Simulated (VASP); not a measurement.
Here is a VASP 6.6.1 calculation.

Contents of POSCAR:

```
Au
1.0
   -1.6075509300      1.6075509300      1.6572690000
    1.6075509300     -1.6075509300      1.6572690000
    1.6075509300      1.6075509300     -1.6572690000
Au
1
Direct
    0.0000000000      0.0000000000      0.0000000000
```

File INCAR.step1:

```
SYSTEM = Au
ALGO = Normal
EDIFF = 1E-4
ENCUT = 520
GGA = PE
ISMEAR = 0
LASPH = .True.
LCHARG = .False.
LREAL = .False.
LWAVE = .True.
NBANDS = 12
NELM = 100
PREC = Accurate
SIGMA = 0.15
```

File INCAR.step2:

```
SYSTEM = Au
ALGO = Normal
EDIFF = 1E-6
ENCUT = 520
ISIF = 2
ISMEAR = 0
ISTART = 1
LASPH = .True.
LCHARG = .False.
LMIXTAU = .True.
LREAL = .False.
LWAVE = .False.
METAGGA = R2SCAN
NBANDS = 12
NELM = 100
PREC = Accurate
SIGMA = 0.15
```

File KPOINTS:

```
k-points
0
Gamma
  20 20 20
  0 0 0
```

Potentials or basis: VASP PAW PBE potentials, release 64 (Au).

Launch:

```bash
$ cat potpaw_PBE.64/Au/POTCAR > POTCAR
$ cp INCAR.step1 INCAR
$ mpirun -np 1 vasp_std > vasp.out
$ cp INCAR.step2 INCAR
$ mpirun -np 1 vasp_std > vasp.out
```

(1) Predict the pressure.

(2) Estimate the band gap on the k mesh.

## Answers

(1) 4.6 GPa.

(2) zero (an odd number of electrons rules out a gap without spin polarisation).

Caveat: the cell differs from its parent crystal (strain -0.030 along x and y, +0.000 along z); the cell stands under pressure; the PAW data sets were made with another functional, which shifts forces and pressure a little; spin-orbit coupling is left out, which moves the levels of the heavy elements.
